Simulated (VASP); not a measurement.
# Li3B2H9 (P1) in VASP: single point with PBE

Aim: the single point of Li3B2H9 with PBE.

Everything below comes from runs of VASP 6.6.1. Logs are shortened: lines on timing, memory, paths and dates and some standing lists are left out, and cuts for length are marked.

### 1 The cell of the first run

The typed cell holds 14 atoms: a = 4.431 Å, b = 5.198 Å, c = 6.777 Å, α = 72.31°, β = 89.75°, γ = 66.64°.

### 2 Single point, PBE

INCAR

```
PREC = Accurate ; ENCUT = 520
EDIFF = 1E-7 ; ISMEAR = 0
SIGMA = 0.1 ; LREAL = F
LASPH = T ; NELM = 60
ALGO = Normal ; ISIF = 2
LWAVE = F ; LCHARG = F
GGA = PE ; NBANDS = 25
```

KPOINTS

```
regular mesh
0
Gamma
  4 4 4
```

POSCAR

```
Li3B2H9
1.0
    4.4305745512      0.0000000000      0.0000000000
    2.0610904669      4.7714468153      0.0000000000
    0.0291467069      2.2299500819      6.3990776329
Li B H
3 2 9
Direct
    0.3898576192      0.3153532870      0.2037457172
    0.7063306543      0.6191312008      0.6426272511
    0.9980924630      0.9810937390      0.4758068195
    0.2371969801      0.5506041432      0.7751168499
    0.8263212693      0.4720307324      0.2718313121
    0.5300718219      0.6194575979      0.2162587785
    0.9685686788      0.6321728265      0.2012983829
    0.9261995997      0.2614055813      0.2028302410
    0.4902769381      0.4754174403      0.8909047726
    0.1270574566      0.3623889671      0.8344458298
    0.0347834429      0.7932391165      0.7776471354
    0.8891148432      0.3720653089      0.4636455172
    0.3054846931      0.5596477149      0.5974483708
    0.5706435398      0.9859923445      0.4463930220
```

Potentials or basis: VASP PAW PBE potentials, release 64 (Li_sv, B, H).

Run with:

```
cat potpaw_PBE.64/Li_sv/POTCAR potpaw_PBE.64/B/POTCAR potpaw_PBE.64/H/POTCAR > POTCAR
mpirun -np 1 vasp_std > vasp.out
```

OUTCAR:

```text
PREC = Accurate
   ENCUT = 520
   EDIFF = 1E-7
   ISMEAR = 0
   LREAL = F
   LASPH = T
   NELM = 60
   ISIF = 2
   GGA = PE

 ion  position               nearest neighbor table
   1  0.390  0.315  0.204-
   2  0.706  0.619  0.643-   4 2.37   4 2.37
   3  0.998  0.981  0.476-   5 2.31   4 2.37
   4  0.237  0.551  0.775-  10 1.22   9 1.22  11 1.23  13 1.23   3 2.37   2 2.37   2 2.37
   5  0.826  0.472  0.272-   6 1.22   7 1.22  12 1.23   8 1.24   3 2.31
   6  0.530  0.619  0.216-   5 1.22
   7  0.969  0.632  0.201-   5 1.22
   8  0.926  0.261  0.203-   5 1.24
   9  0.490  0.475  0.891-   4 1.22
  10  0.127  0.362  0.834-   4 1.22
  11  0.035  0.793  0.778-   4 1.23
  12  0.889  0.372  0.464-   5 1.23
  13  0.305  0.560  0.597-   4 1.23
  14  0.571  0.986  0.446-

  LATTYP: Found a triclinic cell.
 ALAT       =     5.1975762259
 B/A-ratio  =     1.0249771890
 C/A-ratio  =     1.5607920011
 COS(alpha) =     0.0016856471
 COS(beta)  =     0.4703479429
 COS(gamma) =     0.6458386696

  Lattice vectors:

 A1 = (   2.0610904669,   4.7714468153,   0.0000000000)
 A2 = (  -2.3694840843,   4.7714468153,   0.0000000000)
 A3 = (   4.4597212581,   2.2299500819,   6.3990776329)

Analysis of symmetry for initial positions (statically):
=====================================================================
 Subroutine PRICEL returns:
 Original cell was already a primitive cell.

 Routine SETGRP: Setting up the symmetry group for a
 triclinic supercell.

 Subroutine GETGRP returns: Found  1 space group operations
 (whereof  1 operations were pure point group operations)
 out of a pool of  2 trial point group operations.

The static configuration has the point symmetry C_1 .

Analysis of symmetry for dynamics (positions and initial velocities):
=====================================================================
 Subroutine PRICEL returns:
 Original cell was already a primitive cell.

 Routine SETGRP: Setting up the symmetry group for a
 triclinic supercell.

 Subroutine GETGRP returns: Found  1 space group operations
 (whereof  1 operations were pure point group operations)
 out of a pool of  2 trial point group operations.

The dynamic configuration has the point symmetry C_1 .

 Subroutine INISYM returns: Found  1 space group operations
 (whereof  1 operations are pure point group operations),
 and found     1 'primitive' translations

----------------------------------------------------------------------------------------

                                     Primitive cell

  volume of cell :     135.2781

  direct lattice vectors                    reciprocal lattice vectors
     4.430574551  0.000000000  0.000000000     0.225704361 -0.097496027  0.032947363
     2.061090467  4.771446815  0.000000000     0.000000000  0.209580037 -0.073034435
     0.029146707  2.229950082  6.399077633     0.000000000  0.000000000  0.156272522

  length of vectors
     4.430574551  5.197576226  6.776556755     0.248059394  0.221941030  0.156272522

  position of ions in fractional coordinates (direct lattice)
     0.389857619  0.315353287  0.203745717
     0.706330654  0.619131201  0.642627251
     0.998092463  0.981093739  0.475806820
     0.237196980  0.550604143  0.775116850
     0.826321269  0.472030732  0.271831312
     0.530071822  0.619457598  0.216258778
     0.968568679  0.632172827  0.201298383
     0.926199600  0.261405581  0.202830241
     0.490276938  0.475417440  0.890904773
     0.127057457  0.362388967  0.834445830
     0.034783443  0.793239116  0.777647135
     0.889114843  0.372065309  0.463645517
     0.305484693  0.559647715  0.597448371
     0.570643540  0.985992344  0.446393022

  ion indices of the primitive-cell ions
   primitive index   ion index
                 1           1
                 2           2
                 3           3
                 4           4
                 5           5
                 6           6
                 7           7
                 8           8
                 9           9
                10          10
                11          11
                12          12
                13          13
                14          14

----------------------------------------------------------------------------------------

 KPOINTS: regular mesh

Automatic generation of k-mesh.
 Grid dimensions read from file:
 generate k-points for:    4    4    4

 Generating k-lattice:

  Cartesian coordinates                     Fractional coordinates (reciprocal lattice)
     0.056426090 -0.024374007  0.008236841     0.250000000  0.000000000  0.000000000
     0.000000000  0.052395009 -0.018258609     0.000000000  0.250000000  0.000000000
     0.000000000  0.000000000  0.039068130     0.000000000  0.000000000  0.250000000

  Length of vectors
     0.062014848  0.055485257  0.039068130

  Shift w.r.t. Gamma in fractional coordinates (k-lattice)
     0.000000000  0.000000000  0.000000000

 Subroutine IBZKPT returns following result:
 ===========================================

 Found     36 irreducible k-points:

 Following reciprocal coordinates:
            Coordinates               Weight
  0.000000  0.000000  0.000000      1.000000
  0.250000 -0.000000  0.000000      2.000000
  0.500000 -0.000000  0.000000      1.000000
  0.000000  0.250000  0.000000      2.000000
  0.250000  0.250000  0.000000      2.000000
  0.500000  0.250000 -0.000000      2.000000
[... 16 lines left out ...]
  0.000000 -0.250000  0.250000      2.000000
  0.250000 -0.250000  0.250000      2.000000
 [... further k-points ...]
   k-points           NKPTS =     36   k-points in BZ     NKDIM =     36   number of bands    NBANDS=     25
   number of dos      NEDOS =    301   number of ions     NIONS =     14
   total plane-waves  NPLWV =  72000
   dimension x,y,z NGX =    36 NGY =   40 NGZ =   50
   dimension x,y,z NGXF=    72 NGYF=   80 NGZF=  100
   ions per type =               3   2   9
   NGX,Y,Z   is equivalent  to a cutoff of  13.51, 12.79, 12.27 a.u.
   NGXF,Y,Z  is equivalent  to a cutoff of  27.02, 25.59, 24.53 a.u.
 SYSTEM =  unknown system
   PREC   = accura    normal or accurate (medium, high low for compatibility)
   ISTART =      0    job   : 0-new  1-cont  2-samecut
   ICHARG =      2    charge: 1-file 2-atom 10-const
   ISPIN  =      1    spin polarized calculation?
   LNONCOLLINEAR =      F non collinear calculations
   LSORBIT =      F    spin-orbit coupling
   LASPH  =      T    aspherical Exc in radial PAW
   ENCUT  =  520.0 eV  38.22 Ry    6.18 a.u.   8.24  9.66 12.60*2*pi/ulx,y,z
   NELM   =     60;   NELMIN=  2; NELMDL= -5     # of ELM steps
   EDIFF  = 0.1E-06   stopping-criterion for ELM
   LREAL  =      F    real-space projection
   EDIFFG = 0.1E-05   stopping-criterion for IOM
   NSW    =      0    number of steps for IOM
   IBRION =     -1    ionic relax: 0-MD 1-quasi-New 2-CG
   NFREE  =      0    steps in history (QN), initial steepest desc. (CG)
   ISIF   =      2    stress and relaxation
   ISYM   =      2    0-nonsym 1-usesym 2-fastsym
   POTIM  = 0.5000    time-step for ionic-motion
   TEBEG  =    0.0;   TEEND  =   0.0 temperature during run
   PSTRESS=    0.0 pullay stress
   NELECT =      24.0000    total number of electrons
   NUPDOWN=      -1.0000    fix difference up-down
   EMIN   =  10.00;   EMAX   =-10.00  energy-range for DOS
   EFERMI =   0.00;   METHOD = LEGACY
   ISMEAR =     0;   SIGMA  =   0.10  broadening in eV -4-tet -1-fermi 0-gaus
   EFERMI_NEDOS =   21; number of points for ismear=-14 and -15
   IALGO  =     38    algorithm
   IMIX   =      4    mixing-type and parameters
     AMIX     =   0.40;   BMIX     =  1.00
     AMIX_MAG =   1.60;   BMIX_MAG =  1.00
  volume/ion in A,a.u.               =       9.66        65.21
  Fermi-wavevector in a.u.,A,eV,Ry     =   0.919890  1.738341 11.513227  0.846198
  Thomas-Fermi vector in A             =   2.045135
   LORBIT       =      0    0 simple, 1 ext, 2 COOP (PROOUT), +10 PAW based schemes
   GGA     = PE    functional components
   LHFCALC =     F    Hartree Fock is set to
   AEXX    =    0.0000 exact exchange contribution
   IVDW    =     0    specifies the selected vdW correction
   LEPSILON=     F    determine dielectric tensor
   LRPA    =     F    only Hartree local field effects (RPA)
 non-spin polarized calculation
 Gauss-broadening in eV      SIGMA  =   0.10
  energy-cutoff  :      520.00
  volume of cell :      135.28
 maximum number of plane-waves:      3662
 NGX is ok and might be reduce to    36
   NGX = 17   NGY = 19   NGZ = 25

 number of electron      23.9999998 magnetization

 Free energy of the ion-electron system (eV)
  ---------------------------------------------------
  ext. energy  EPLUGINS =         0.00000000
  ---------------------------------------------------
  free energy    TOTEN  =       -53.87530179 eV

  energy without entropy =      -53.87530179  energy(sigma->0) =      -53.87530179

 E-fermi :  -1.5813     XC(G=0):  -7.0857

 val. band max:       -2.0782274007   @ k =   0.0000   0.5000   0.5000
 cond. band min:       2.4823099537   @ k =   0.0000   0.0000   0.5000
 fundamental gap:      4.5605373544
 Fermi energy:        -1.5812972788

 k-point     1 :       0.0000    0.0000    0.0000
  band No.  band energies     occupation
      1     -46.4681      2.00000
      2     -46.3803      2.00000
      3     -46.3001      2.00000
      4     -10.2694      2.00000
      5      -9.4321      2.00000
      6      -5.7188      2.00000
[... 16 lines left out ...]
     23       8.2212      0.00000
     24       8.3116      0.00000

 k-point     2 :       0.2500   -0.0000    0.0000
  band No.  band energies     occupation
      1     -46.4681      2.00000
      2     -46.3799      2.00000
      3     -46.3006      2.00000
      4     -10.0864      2.00000
      5      -9.4661      2.00000
      6      -5.5182      2.00000
[... 16 lines left out ...]
     23       8.4336      0.00000
     24       9.2574      0.00000

 k-point     3 :       0.5000   -0.0000    0.0000
  band No.  band energies     occupation
      1     -46.4680      2.00000
      2     -46.3794      2.00000
      3     -46.3010      2.00000
      4      -9.7554      2.00000
      5      -9.6418      2.00000
      6      -5.3118      2.00000
[... 16 lines left out ...]
     23       8.4227      0.00000
     24       9.1361      0.00000
[... 514 lines left out ...]
 k-point    23 :       0.0000   -0.2500    0.2500
  band No.  band energies     occupation
      1     -46.4681      2.00000
      2     -46.3803      2.00000
      3     -46.3002      2.00000
      4     -10.0859      2.00000
      5      -9.5799      2.00000
      6      -5.5257      2.00000
[... 16 lines left out ...]
     23       8.0595      0.00000
     24       8.9760      0.00000

 k-point    24 :       0.2500   -0.2500    0.2500
  band No.  band energies     occupation
      1     -46.4680      2.00000
      2     -46.3798      2.00000
      3     -46.3006      2.00000
      4      -9.9136      2.00000
      5      -9.5581      2.00000
      6      -5.6156      2.00000
[... 16 lines left out ...]
     23       8.1988      0.00000
     24       8.6075      0.00000

 [... further k-points ...]

 [bands above 24 left out]

------------------------ aborting loop because EDIFF is reached ----------------------------------------

  FORCE on cell =-STRESS in cart. coord.  units (eV):
  Direction    XX          YY          ZZ          XY          YZ          ZX
  --------------------------------------------------------------------------------------
  -------------------------------------------------------------------------------------
  Total       -0.1765699      0.6896375      0.0102174      0.0515208      0.4098035      0.0158733
  in kB       -2.0912205      8.1677784      0.1210111      0.6101910      4.8535407      0.1879966
  external PRESSURE =       2.0658564 kB  Pullay stress =       0.0000000 kB

 VOLUME and BASIS-vectors are now :
 -----------------------------------------------------------------------------
  energy-cutoff  :      520.00
  volume of cell :      135.28
      direct lattice vectors                 reciprocal lattice vectors
     4.430574551  0.000000000  0.000000000     0.225704361 -0.097496027  0.032947363
     2.061090467  4.771446815  0.000000000     0.000000000  0.209580037 -0.073034435
     0.029146707  2.229950082  6.399077633     0.000000000  0.000000000  0.156272522

 POSITION                                       TOTAL-FORCE (eV/Angst)
 -----------------------------------------------------------------------------------
      2.38320      1.95903      1.30378         0.004792     -0.012625     -0.008117
      4.42427      4.38718      4.11222         0.002874     -0.006812     -0.032350
      6.45811      5.74226      3.04472         0.003820     -0.003979      0.020543
      2.20836      4.35565      4.96003         0.004447      0.018604      0.030788
      4.64190      2.85844      1.73947         0.014670      0.024307     -0.029957
      3.63158      3.43796      1.38386         0.003706      0.016472     -0.001633
      5.60015      3.46526      1.28812        -0.004910      0.007692      0.017557
      4.64829      1.69958      1.29793        -0.006058     -0.021492      0.004490
      3.17805      4.25510      5.70097        -0.012513     -0.001016     -0.011482
      1.33418      3.58989      5.33968        -0.008123     -0.002844      0.007946
      1.81171      5.51901      4.97622         0.010840     -0.021479      0.004249
      4.71966      2.80920      2.96690        -0.001457      0.004727      0.010266
      2.52437      4.00261      3.82312        -0.001602     -0.003722     -0.012350
      4.57351      5.70004      2.85650        -0.010485      0.002169      0.000050
 -----------------------------------------------------------------------------------
    total drift:                                0.000030      0.000380     -0.001102

  FREE ENERGIE OF THE ION-ELECTRON SYSTEM (eV)
  ---------------------------------------------------
  free  energy   TOTEN  =       -53.8753017876 eV

  energy  without entropy=      -53.8753017876  energy(sigma->0) =      -53.87530179
```

Run time: 77 s. Hardware: 1 thread of Intel Xeon 6975P-C (Granite Rapids), shared host; peak memory 0.29 GiB.

What came out:

| Property | Result |
| --- | --- |
| Free energy | -53.8753 eV |
| Largest force | 0.041 eV/Å |
| Band gap on the k mesh | 4.56 eV (least direct gap 4.77 eV) |

Forces in eV/Å, atoms in the order of the input:
```
Li   0.005 -0.013 -0.008
Li   0.003 -0.007 -0.032
Li   0.004 -0.004  0.021
B    0.004  0.019  0.031
B    0.015  0.024 -0.030
H    0.004  0.016 -0.002
H   -0.005  0.008  0.018
H   -0.006 -0.021  0.004
H   -0.013 -0.001 -0.011
H   -0.008 -0.003  0.008
H    0.011 -0.021  0.004
H   -0.001  0.005  0.010
H   -0.002 -0.004 -0.012
H   -0.010  0.002  0.000
```

Caveat: the cutoff is under 1.25 times the usual one of these potentials, so pressure, stress and relaxed cells hold a basis-set (Pulay) error.
